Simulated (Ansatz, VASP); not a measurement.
# Two plane-wave programs on CdTe

Contents of INCAR:

```
PREC = Accurate ; ENCUT = 500
EDIFF = 1E-6 ; ISMEAR = 0
SIGMA = 0.02 ; LREAL = False
LASPH = True ; NELM = 120
ALGO = Normal ; ISIF = 2
LWAVE = False ; LCHARG = True
GGA = PE ; LELF = True
LVHAR = True ; NBANDS = 16
GGA_COMPAT = False
```

The input KPOINTS:

```
regular mesh
0
Gamma
  8 8 8
```

The input POSCAR:

```
CdTe
1.0
    0.0000000000      3.2591820774      3.2591820774
    3.2591820774      0.0000000000      3.2591820774
    3.2591820774      3.2591820774      0.0000000000
Cd Te
1 1
Direct
    0.0000000000      0.0000000000      0.0000000000
    0.2500000000      0.2500000000      0.2500000000
```

Input for Ansatz:

```yaml
crystal:
  lattice:
    - [0.0, 3.2591820774, 3.2591820774]
    - [3.2591820774, 0.0, 3.2591820774]
    - [3.2591820774, 3.2591820774, 0.0]
  atoms:
    - { symbol: Cd, position: [0.0, 0.0, 0.0] }
    - { symbol: Te, position: [0.25, 0.25, 0.25] }
basis:
  ecutwfc: 420
kpoints:
  mp_grid: { grid: [8, 8, 8] }
  band_path:
    path:
      - [[0.0, 0.0, 0.0], [-0.5, -0.5, 0.0], [-0.375, -0.375, 0.25]]
      - [[-0.375, 0.0, 0.375], [0.0, 0.0, 0.0], [0.0, 0.0, 0.5], [-0.5, -0.25, 0.25], [-0.5, -0.5, 0.0]]
    npoints: 10
hamiltonian:
  xc: pbe
  pseudopotentials: { kind: paw, azcp: { folder: soft_1 } }
scf:
  occupations: { method: gaussian, width: 0.02 }
  n_extra_bands: 7
output:
  forces: true
  stress: true
  eigenvalues: true
```

Alike in both runs: task single point; functional PBE; k mesh 8 × 8 × 8; occupations gaussian, width 0.02 eV; no spin polarisation.

|  | VASP | Ansatz |
| --- | --- | --- |
| version | VASP 6.6.1 | Ansatz 0.2.0 |
| potentials or method | VASP PAW PBE potentials, release 64 (Cd, Te), cutoff 500 eV | scalar-relativistic, plane waves, PAW |
| valence electrons in the cell | 18 | 36 |

|  | VASP | Ansatz | Ansatz less VASP |
| --- | --- | --- | --- |
| gap on the k mesh at the Fermi level (eV) | 0.72 | 0.72 | 0.000 |
| least direct gap on the mesh (eV) | 0.72 | 0.72 | 0.000 |
| pressure (GPa) | 1.9 | 1.8 | -0.12 |

The functional is the same, so the differences come from potentials, cutoffs and numerics. VASP's potentials hold 18 valence electrons a cell and Ansatz's 36, so a difference there can come from the potentials and not from the codes.

Neither program's run includes spin-orbit coupling.
